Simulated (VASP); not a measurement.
A run of VASP 6.6.1 is set up as follows.

File INCAR:

```
SYSTEM = W
PREC = Accurate
ENCUT = 520
EDIFF = 1E-7
ISMEAR = -1
SIGMA = 0.05
LREAL = .False.
LASPH = .True.
NELM = 100
ALGO = Fast
ISIF = 2
LWAVE = .False.
LCHARG = .True.
GGA = RP
IVDW = 13
LELF = .True.
LVHAR = .True.
NBANDS = 13
```

KPOINTS

```
Automatic mesh
0
Gamma
  12 12 12
  0 0 0
```

POSCAR

```
W
1.0
   -1.5928244114      1.5928244114      1.5928244114
    1.5928244114     -1.5928244114      1.5928244114
    1.5928244114      1.5928244114     -1.5928244114
W
1
Direct
    0.0000000000      0.0000000000      0.0000000000
```

Potentials or basis: VASP PAW PBE potentials, release 64 (W_sv).

Run with:

```sh
$ cat potpaw_PBE.64/W_sv/POTCAR > POTCAR
$ mpirun -np 1 vasp_std > vasp.out
```

(1) Predict the band gap on the k mesh.

(2) Predict the pressure.

(3) What does it give for the dispersion energy per atom?

Results:

(1) zero (band 7 reaches 16.27 eV, above the bottom of band 8 at 10.05 eV).

(2) -7.7 GPa.

(3) -1.194 eV.

Caveat: the PAW data sets were made with another functional, which shifts forces and pressure a little; spin-orbit coupling is left out, which moves the levels of the heavy elements; pairwise dispersion overbinds metals, which lowers pressure and volume.
